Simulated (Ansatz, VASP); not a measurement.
AlN: VASP beside Ansatz

```
CELL_PARAMETERS angstrom
0.00000 2.03723 2.03723
2.03723 0.00000 2.03723
2.03723 2.03723 0.00000
ATOMIC_POSITIONS crystal
Al 0.50000 0.50000 0.50000
N 0.00000 0.00000 0.00000
```

Alike in both runs: task single point; functional PBE; k mesh 10 × 10 × 10; occupations gaussian, width 0.05 eV; no spin polarisation.

|  | VASP | Ansatz |
| --- | --- | --- |
| version | VASP 6.6.1 | Ansatz 0.2.0 |
| potentials or method | VASP PAW PBE potentials, release 64 (Al, N), cutoff 520 eV | scalar-relativistic, plane waves, PAW |
| valence electrons in the cell | 8 | 8 |

Ansatz gave:

- gap on the k mesh at the Fermi level (eV): 4.41
- least direct gap on the mesh (eV): 5.34
- pressure (GPa): -0.7

Question: Estimate VASP's values.

Answer: gap on the k mesh at the Fermi level (eV): 4.39; least direct gap on the mesh (eV): 5.35; pressure (GPa): -1.0.
